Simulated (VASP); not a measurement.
# Ta in VASP: notebook, part 2 of 3

VASP 6.6.1.

## Step 3: Single point, r2SCAN

This run uses another cell than the first one, of 28.68 Å³/atom, 1.145 times its volume.

The input, POSCAR:

```
Ta
1.0
    2.9003720700      0.0000000000      0.0000000000
   -1.4501860400      2.5117959000      0.0000000000
    0.0000000000      0.0000000000     15.7494110000
Ta
4
Direct
    0.6666666700      0.3333333300      0.4179925840
    0.3333333300      0.6666666700      0.2539777519
    0.6666666700      0.3333333300      0.7460222481
    0.3333333300      0.6666666700      0.5820074160
```

The input, INCAR.step1:

```
SYSTEM = Ta
PREC = Accurate ; ENCUT = 520
ISMEAR = 0 ; SIGMA = 0.01
LREAL = .FALSE. ; LASPH = .TRUE.
NELM = 60 ; LDIPOL = .TRUE.
IDIPOL = 3 ; DIPOL = 0.5 0.5 0.500
NBANDS = 30 ; GGA = PE
ALGO = Normal ; EDIFF = 1E-4
LWAVE = .TRUE. ; LCHARG = .FALSE.
```

The input, INCAR.step2:

```
SYSTEM = Ta
PREC = Accurate ; ENCUT = 520
EDIFF = 1E-7 ; ISMEAR = 0
SIGMA = 0.01 ; LREAL = .FALSE.
LASPH = .TRUE. ; NELM = 60
ALGO = Normal ; ISIF = 2
LWAVE = .FALSE. ; LCHARG = .FALSE.
LDIPOL = .TRUE. ; IDIPOL = 3
DIPOL = 0.5 0.5 0.500 ; METAGGA = R2SCAN
LMIXTAU = .TRUE. ; NBANDS = 30
ISTART = 1
```

The input, KPOINTS:

```
regular mesh
0
G
  7 7 1
  0 0 0
```

Potentials or basis: VASP PAW PBE potentials, release 64 (Ta_pv).

Run with:

```
cat potpaw_PBE.64/Ta_pv/POTCAR > POTCAR
cp INCAR.step1 INCAR
mpirun -np 1 vasp_std > vasp.out
cp INCAR.step2 INCAR
mpirun -np 1 vasp_std > vasp.out
```

OUTCAR:

```text
SYSTEM = Ta
   PREC = Accurate
   ENCUT = 520
   EDIFF = 1E-7
   ISMEAR = 0
   LREAL = .FALSE.
   LASPH = .TRUE.
   NELM = 60
   ISIF = 2
   METAGGA = R2SCAN
   ISTART = 1

 ion  position               nearest neighbor table
   1  0.667  0.333  0.418-   4 3.08   2 3.08   4 3.08   2 3.08   4 3.08   2 3.08
   2  0.333  0.667  0.254-   1 3.08   1 3.08   1 3.08
   3  0.667  0.333  0.746-   4 3.08   4 3.08   4 3.08
   4  0.333  0.667  0.582-   1 3.08   3 3.08   1 3.08   3 3.08   1 3.08   3 3.08

  LATTYP: Found a hexagonal cell.
 ALAT       =     2.9003720700
 C/A-ratio  =     5.4301346930

  Lattice vectors:

 A1 = (   2.9003720700,   0.0000000000,   0.0000000000)
 A2 = (  -1.4501860400,   2.5117959000,   0.0000000000)
 A3 = (   0.0000000000,   0.0000000000,  15.7494110000)

Analysis of symmetry for initial positions (statically):
=====================================================================
 Subroutine PRICEL returns:
 Original cell was already a primitive cell.

 Routine SETGRP: Setting up the symmetry group for a
[... 163 lines left out ...]
 cond. band min:       1.9654696520   @ k =   0.2857   0.2857   0.0000
 fundamental gap:      0.0049374509
 Fermi energy:         1.9613744970

 k-point     1 :       0.0000    0.0000    0.0000
  band No.  band energies     occupation
      1     -33.8201      2.00000
      2     -33.6893      2.00000
      3     -33.4035      2.00000
      4     -33.1064      2.00000
      5     -32.9076      2.00000
      6     -32.9076      2.00000
[... 253 lines left out ...]
     29       5.4436      0.00000
     30       5.6839      0.00000

------------------------ aborting loop because EDIFF is reached ----------------------------------------

 vacuum level on the upper side and lower side of the slab       (xc-potential included)        -1.118        -1.118

  FORCE on cell =-STRESS in cart. coord.  units (eV):
  Direction    XX          YY          ZZ          XY          YZ          ZX
  --------------------------------------------------------------------------------------
  -------------------------------------------------------------------------------------
  Total       -3.0385709     -3.0385709     -3.6913894      0.0000000     -0.0000000     -0.0000000
  in kB      -42.4304445    -42.4304448    -51.5463679      0.0000001     -0.0000000     -0.0000000
  external PRESSURE =     -45.4690857 kB  Pullay stress =       0.0000000 kB

 VOLUME and BASIS-vectors are now :
 -----------------------------------------------------------------------------
  energy-cutoff  :      520.00
  volume of cell :      114.74
      direct lattice vectors                 reciprocal lattice vectors
     2.900372070  0.000000000  0.000000000     0.344783351  0.199060760  0.000000000
    -1.450186040  2.511795900  0.000000000     0.000000000  0.398121519  0.000000000
     0.000000000  0.000000000 15.749411000     0.000000000  0.000000000  0.063494438

 POSITION                                       TOTAL-FORCE (eV/Angst)
 -----------------------------------------------------------------------------------
      1.45019      0.83727      6.58314        -0.000000      0.000000     -0.411739
     -0.00000      1.67453      4.00000         0.000000     -0.000000      0.613427
      1.45019      0.83727     11.74941        -0.000000      0.000000     -0.613427
     -0.00000      1.67453      9.16627         0.000000     -0.000000      0.411739
 -----------------------------------------------------------------------------------
    total drift:                               -0.000000     -0.000000      0.000000

  FREE ENERGIE OF THE ION-ELECTRON SYSTEM (eV)
  ---------------------------------------------------
  free  energy   TOTEN  =      -190.8214971783 eV

  energy  without entropy=     -190.8194481352  energy(sigma->0) =     -190.82047266

 vacuum level on the upper side and lower side of the slab         5.899         5.899
```

OUTCAR.step1:

```text
SYSTEM = Ta
   PREC = Accurate
   ENCUT = 520
   ISMEAR = 0
   LREAL = .FALSE.
   LASPH = .TRUE.
   NELM = 60
   GGA = PE
[... 480 lines left out ...]
      1.45019      0.83727     11.74941         0.000000      0.000000     -0.520987
     -0.00000      1.67453      9.16627         0.000000      0.000000      0.352329
 -----------------------------------------------------------------------------------
    total drift:                               -0.000000     -0.000000      0.000000

  FREE ENERGIE OF THE ION-ELECTRON SYSTEM (eV)
  ---------------------------------------------------
  free  energy   TOTEN  =       -44.0048476250 eV

  energy  without entropy=      -44.0028532866  energy(sigma->0) =      -44.00385046

 vacuum level on the upper side and lower side of the slab         5.410         5.410
```

OSZICAR.step1:

```text
N       E                     dE             d eps       ncg     rms          rms(c)
DAV:   1     0.404190418881E+03    0.40419E+03   -0.25120E+04   512   0.141E+03
DAV:   2    -0.319756448885E+02   -0.43617E+03   -0.42738E+03   562   0.410E+02
DAV:   3    -0.462608805196E+02   -0.14285E+02   -0.13386E+02   624   0.664E+01
DAV:   4    -0.468430709386E+02   -0.58219E+00   -0.57467E+00   642   0.116E+01
DAV:   5    -0.468590330412E+02   -0.15962E-01   -0.15947E-01   638   0.166E+00    0.235E+01
DAV:   6    -0.529764393132E+02   -0.61174E+01   -0.85493E+01   654   0.353E+01    0.148E+01
DAV:   7    -0.468290121917E+02    0.61474E+01   -0.66601E+01   686   0.226E+01    0.119E+01
DAV:   8    -0.440072565478E+02    0.28218E+01   -0.18179E+01   644   0.127E+01    0.230E+00
DAV:   9    -0.440253750523E+02   -0.18119E-01   -0.11487E+00   572   0.429E+00    0.112E+00
DAV:  10    -0.440115615531E+02    0.13813E-01   -0.20322E-01   592   0.197E+00    0.668E-01
DAV:  11    -0.440116133452E+02   -0.51792E-04   -0.80196E-02   658   0.148E+00    0.605E-01
DAV:  12    -0.440042252929E+02    0.73881E-02   -0.32885E-02   608   0.968E-01    0.200E-01
DAV:  13    -0.440043441218E+02   -0.11883E-03   -0.20778E-03   612   0.225E-01    0.110E-01
DAV:  14    -0.440046354451E+02   -0.29132E-03   -0.42592E-04   454   0.135E-01    0.411E-02
DAV:  15    -0.440048043828E+02   -0.16894E-03   -0.24673E-04   412   0.809E-02    0.539E-02
DAV:  16    -0.440048476250E+02   -0.43242E-04   -0.21914E-04   340   0.774E-02
   1 F= -.44004848E+02 E0= -.44003850E+02  d E =-.199434E-02
```

Run time: 3.2 min. Hardware: 1 thread of Intel Xeon 6975P-C, shared host; peak memory 0.27 GiB.

Results:

```yaml
Free_energy: -190.8215 eV
Largest_force: 0.613 eV/Å
Band_gap_on_the_k_mesh: zero (band 22 reaches 2.69 eV, above the bottom of band 23 at 1.76 eV)
```

Forces in eV/Å, atoms in the order of the input:
```
Ta   0.000  0.000 -0.412
Ta   0.000  0.000  0.613
Ta   0.000  0.000 -0.613
Ta   0.000  0.000  0.412
```

Levels at points of the mesh, in eV from the Fermi level:
| k point | band 20 | band 21 | band 22 | band 23 | band 24 | band 25 |
| --- | --- | --- | --- | --- | --- | --- |
| (0.00, 0.00, 0.00) | 0.00 | 0.09 | 0.73 | 0.73 | 0.82 | 0.82 |

Caveat: the PAW data sets were made with another functional, which shifts forces and pressure a little; spin-orbit coupling is left out, which moves the levels of the heavy elements.

## Step 4: Single point, r2SCAN

This run uses another cell than the first one, of 32.33 Å³/atom, 1.291 times its volume.

The input, POSCAR:

```
Ta
1.0
    2.9003720700      0.0000000000      0.0000000000
   -1.4501860400      2.5117959000      0.0000000000
    0.0000000000      0.0000000000     17.7494110000
Ta
4
Direct
    0.6666666700      0.3333333300      0.4272331628
    0.3333333300      0.6666666700      0.2816994885
    0.6666666700      0.3333333300      0.7183005115
    0.3333333300      0.6666666700      0.5727668372
```

The input, INCAR.step1:

```
SYSTEM = Ta
ALGO = Normal
DIPOL = 0.5 0.5 0.500
EDIFF = 1E-4
ENCUT = 520
GGA = PE
IDIPOL = 3
ISMEAR = 0
LASPH = .TRUE.
LCHARG = .FALSE.
LDIPOL = .TRUE.
LREAL = .FALSE.
LWAVE = .TRUE.
NBANDS = 30
NELM = 100
PREC = Accurate
SIGMA = 0.01
```

The input, INCAR.step2:

```
SYSTEM = Ta
ALGO = Normal
DIPOL = 0.5 0.5 0.500
EDIFF = 1E-6
ENCUT = 520
IDIPOL = 3
ISIF = 2
ISMEAR = 0
ISTART = 1
LASPH = .TRUE.
LCHARG = .FALSE.
LDIPOL = .TRUE.
LMIXTAU = .TRUE.
LREAL = .FALSE.
LWAVE = .FALSE.
METAGGA = R2SCAN
NBANDS = 30
NELM = 100
PREC = Accurate
SIGMA = 0.01
```

The input, KPOINTS:

```
k-points
0
G
  7 7 1
  0 0 0
```

Run with:

```
cat potpaw_PBE.64/Ta_pv/POTCAR > POTCAR
cp INCAR.step1 INCAR
mpirun -np 1 vasp_std > vasp.out
cp INCAR.step2 INCAR
mpirun -np 1 vasp_std > vasp.out
```

Run time: 3.1 min. Hardware: 1 thread of Intel Xeon 6975P-C, shared host; peak memory 0.3 GiB.

The run converged. Its results:

| Quantity | Value |
| --- | --- |
| Free energy | -190.8234 eV |
| Largest force | 0.613 eV/Å |
| Band gap on the k mesh | zero (band 22 reaches 1.88 eV, above the bottom of band 23 at 0.96 eV) |

Forces on the atoms (eV/Å):
```
Ta   0.000  0.000 -0.409
Ta   0.000  0.000  0.613
Ta   0.000  0.000 -0.613
Ta   0.000  0.000  0.409
```

Levels at points of the mesh, in eV from the Fermi level:
| k point | band 18 | band 19 | band 20 | band 21 | band 22 | band 23 | band 24 | band 25 | band 26 | band 27 |
| --- | --- | --- | --- | --- | --- | --- | --- | --- | --- | --- |
| (0.00, 0.00, 0.00) | -1.04 | -0.70 | -0.05 | 0.15 | 0.72 | 0.72 | 0.82 | 0.82 | 1.01 | 1.01 |

Caveat: the PAW data sets were made with another functional, which shifts forces and pressure a little; spin-orbit coupling is left out, which moves the levels of the heavy elements.

## Step 5: Single point, r2SCAN

This run uses another cell than the first one, of 37.79 Å³/atom, 1.509 times its volume.

The input, POSCAR:

```
Ta
1.0
    2.9003720700      0.0000000000      0.0000000000
   -1.4501860400      2.5117959000      0.0000000000
    0.0000000000      0.0000000000     20.7494110000
Ta
4
Direct
    0.6666666700      0.3333333300      0.4377539681
    0.3333333300      0.6666666700      0.3132619042
    0.6666666700      0.3333333300      0.6867380958
    0.3333333300      0.6666666700      0.5622460319
```

The input, INCAR.step1:

```
SYSTEM = Ta
ALGO     = Normal         ! electronic algorithm
DIPOL    = 0.5 0.5 0.500
EDIFF    = 1E-4           ! SCF threshold, eV
ENCUT    = 520            ! plane-wave cutoff, eV
GGA      = PE             ! functional
IDIPOL   = 3            
ISMEAR   = 0              ! smearing method
LASPH    = .TRUE.         ! aspherical terms in the spheres
LCHARG   = .FALSE.        ! write CHGCAR
LDIPOL   = .TRUE.       
LREAL    = .FALSE.        ! projectors in reciprocal space
LWAVE    = .TRUE.         ! write WAVECAR
NBANDS   = 30             ! bands
NELM     = 100            ! most SCF steps
PREC     = Accurate       ! precision mode
SIGMA    = 0.01           ! smearing width, eV
```

The input, INCAR.step2:

```
SYSTEM = Ta
ALGO     = Normal         ! electronic algorithm
DIPOL    = 0.5 0.5 0.500
EDIFF    = 1E-7           ! SCF threshold, eV
ENCUT    = 520            ! plane-wave cutoff, eV
IDIPOL   = 3            
ISIF     = 2              ! what is computed and relaxed
ISMEAR   = 0              ! smearing method
ISTART   = 1            
LASPH    = .TRUE.         ! aspherical terms in the spheres
LCHARG   = .FALSE.        ! write CHGCAR
LDIPOL   = .TRUE.       
LMIXTAU  = .TRUE.       
LREAL    = .FALSE.        ! projectors in reciprocal space
LWAVE    = .FALSE.        ! write WAVECAR
METAGGA  = R2SCAN         ! meta-GGA
NBANDS   = 30             ! bands
NELM     = 100            ! most SCF steps
PREC     = Accurate       ! precision mode
SIGMA    = 0.01           ! smearing width, eV
```

KPOINTS is that of step 4.

Potentials or basis: VASP PAW PBE potentials, release 64 (Ta_pv).

Run with:

```
cat potpaw_PBE.64/Ta_pv/POTCAR > POTCAR
cp INCAR.step1 INCAR
mpirun -np 1 vasp_std > vasp.out
cp INCAR.step2 INCAR
mpirun -np 1 vasp_std > vasp.out
```

OUTCAR:

```text
SYSTEM = Ta
   EDIFF = 1E-7
   ENCUT = 520
   ISIF = 2
   ISMEAR = 0
   ISTART = 1
   LASPH = .TRUE.
   LREAL = .FALSE.
   METAGGA = R2SCAN
   NELM = 100
   PREC = Accurate

 ion  position               nearest neighbor table
   1  0.667  0.333  0.438-   4 3.08   2 3.08   4 3.08   2 3.08   4 3.08   2 3.08
   2  0.333  0.667  0.313-   1 3.08   1 3.08   1 3.08
   3  0.667  0.333  0.687-   4 3.08   4 3.08   4 3.08
   4  0.333  0.667  0.562-   1 3.08   3 3.08   1 3.08   3 3.08   1 3.08   3 3.08

  LATTYP: Found a hexagonal cell.
 ALAT       =     2.9003720700
 C/A-ratio  =     7.1540514455

  Lattice vectors:

 A1 = (   2.9003720700,   0.0000000000,   0.0000000000)
 A2 = (  -1.4501860400,   2.5117959000,   0.0000000000)
 A3 = (   0.0000000000,   0.0000000000,  20.7494110000)

Analysis of symmetry for initial positions (statically):
=====================================================================
 Subroutine PRICEL returns:
 Original cell was already a primitive cell.

 Routine SETGRP: Setting up the symmetry group for a
 hexagonal supercell.

 Subroutine GETGRP returns: Found 12 space group operations
 (whereof 12 operations were pure point group operations)
 out of a pool of 24 trial point group operations.

The static configuration has the point symmetry D_3d.

Analysis of symmetry for dynamics (positions and initial velocities):
=====================================================================
 Subroutine PRICEL returns:
 Original cell was already a primitive cell.

 Routine SETGRP: Setting up the symmetry group for a
 hexagonal supercell.

 Subroutine GETGRP returns: Found 12 space group operations
 (whereof 12 operations were pure point group operations)
 out of a pool of 24 trial point group operations.

The dynamic configuration has the point symmetry D_3d.

 Subroutine INISYM returns: Found 12 space group operations
 (whereof 12 operations are pure point group operations),
 and found     1 'primitive' translations

[... 107 lines left out ...]
   LHFCALC =     F    Hartree Fock is set to
   AEXX    =    0.0000 exact exchange contribution
   IVDW    =     0    specifies the selected vdW correction
   LEPSILON=     F    determine dielectric tensor
   LRPA    =     F    only Hartree local field effects (RPA)
 non-spin polarized calculation
 Gauss-broadening in eV      SIGMA  =   0.01
  energy-cutoff  :      520.00
  volume of cell :      151.16
 maximum number of plane-waves:      4109
 NGX is ok and might be reduce to    24
   NGX = 11   NGY = 11   NGZ = 77

 dipolmoment           0.000000      0.000000     -0.000000 electrons x Angstroem

 number of electron      44.0000002 magnetization

 dipolmoment           0.000000      0.000000      0.000000 electrons x Angstroem

 Free energy of the ion-electron system (eV)
  ---------------------------------------------------
  ext. energy  EPLUGINS =         0.00000000
  ---------------------------------------------------
  free energy    TOTEN  =      -190.82360918 eV

  energy without entropy =     -190.82167591  energy(sigma->0) =     -190.82264255

 E-fermi :   0.2539     XC(G=0):  -7.6055

 val. band max:        0.2532014647   @ k =   0.2857   0.1429   0.0000
 cond. band min:       0.2585038294   @ k =   0.2857   0.2857   0.0000
 fundamental gap:      0.0053023647
 Fermi energy:         0.2538819046

 k-point     1 :       0.0000    0.0000    0.0000
  band No.  band energies     occupation
      1     -35.5279      2.00000
      2     -35.3977      2.00000
      3     -35.1115      2.00000
      4     -34.8139      2.00000
      5     -34.6173      2.00000
      6     -34.6173      2.00000
[... 253 lines left out ...]
     29       3.7348      0.00000
     30       3.9765      0.00000

------------------------ aborting loop because EDIFF is reached ----------------------------------------

 vacuum level on the upper side and lower side of the slab       (xc-potential included)         0.004         0.004

  FORCE on cell =-STRESS in cart. coord.  units (eV):
  Direction    XX          YY          ZZ          XY          YZ          ZX
  --------------------------------------------------------------------------------------
  -------------------------------------------------------------------------------------
  Total       -3.0426318     -3.0426318     -3.7069322      0.0000000      0.0000000      0.0000000
  in kB      -32.2489918    -32.2489920    -39.2899426      0.0000001      0.0000000      0.0000000
  external PRESSURE =     -34.5959755 kB  Pullay stress =       0.0000000 kB

 VOLUME and BASIS-vectors are now :
 -----------------------------------------------------------------------------
  energy-cutoff  :      520.00
  volume of cell :      151.16
      direct lattice vectors                 reciprocal lattice vectors
     2.900372070  0.000000000  0.000000000     0.344783351  0.199060760  0.000000000
    -1.450186040  2.511795900  0.000000000     0.000000000  0.398121519  0.000000000
     0.000000000  0.000000000 20.749411000     0.000000000  0.000000000  0.048194139

 POSITION                                       TOTAL-FORCE (eV/Angst)
 -----------------------------------------------------------------------------------
      1.45019      0.83727      9.08314         0.000000      0.000000     -0.408774
     -0.00000      1.67453      6.50000        -0.000000      0.000000      0.612188
      1.45019      0.83727     14.24941         0.000000      0.000000     -0.612188
     -0.00000      1.67453     11.66627        -0.000000      0.000000      0.408774
 -----------------------------------------------------------------------------------
    total drift:                                0.000000     -0.000000      0.000000

  FREE ENERGIE OF THE ION-ELECTRON SYSTEM (eV)
  ---------------------------------------------------
  free  energy   TOTEN  =      -190.8236091821 eV

  energy  without entropy=     -190.8216759127  energy(sigma->0) =     -190.82264255

 vacuum level on the upper side and lower side of the slab         5.333         5.333
```

OSZICAR.step1:

```text
N       E                     dE             d eps       ncg     rms          rms(c)
DAV:   1     0.363298984088E+03    0.36330E+03   -0.24986E+04   552   0.134E+03
DAV:   2    -0.324956785914E+02   -0.39579E+03   -0.38788E+03   574   0.374E+02
DAV:   3    -0.462454486776E+02   -0.13750E+02   -0.13055E+02   600   0.620E+01
DAV:   4    -0.468386399890E+02   -0.59319E+00   -0.58683E+00   644   0.113E+01
DAV:   5    -0.468583450557E+02   -0.19705E-01   -0.19689E-01   692   0.170E+00    0.235E+01
DAV:   6    -0.522527957591E+02   -0.53945E+01   -0.81172E+01   646   0.340E+01    0.141E+01
DAV:   7    -0.490440734664E+02    0.32087E+01   -0.68709E+01   688   0.254E+01    0.125E+01
DAV:   8    -0.439907881289E+02    0.50533E+01   -0.26404E+01   654   0.149E+01    0.255E+00
DAV:   9    -0.440298071402E+02   -0.39019E-01   -0.15397E+00   590   0.504E+00    0.124E+00
DAV:  10    -0.440162950740E+02    0.13512E-01   -0.25102E-01   600   0.220E+00    0.765E-01
DAV:  11    -0.440171966543E+02   -0.90158E-03   -0.11549E-01   654   0.164E+00    0.670E-01
DAV:  12    -0.440070270685E+02    0.10170E-01   -0.55064E-02   586   0.101E+00    0.244E-01
DAV:  13    -0.440065298634E+02    0.49721E-03   -0.52589E-03   592   0.314E-01    0.141E-01
DAV:  14    -0.440065035553E+02    0.26308E-04   -0.31705E-04   496   0.937E-02
   1 F= -.44006504E+02 E0= -.44005587E+02  d E =-.183288E-02
```

It took 4.5 min on 1 thread of Intel Xeon 6975P-C, shared host; peak memory 0.32 GiB.

Results:

| Quantity | Value |
| --- | --- |
| Free energy | -190.8236 eV |
| Largest force | 0.612 eV/Å |
| Band gap on the k mesh | zero (band 22 reaches 0.98 eV, above the bottom of band 23 at 0.06 eV) |

Forces on the atoms (eV/Å):
```
Ta   0.000  0.000 -0.409
Ta   0.000  0.000  0.612
Ta   0.000  0.000 -0.612
Ta   0.000  0.000  0.409
```

Caveat: the PAW data sets were made with another functional, which shifts forces and pressure a little; spin-orbit coupling is left out, which moves the levels of the heavy elements.

(Continued in part 3 of 3.)
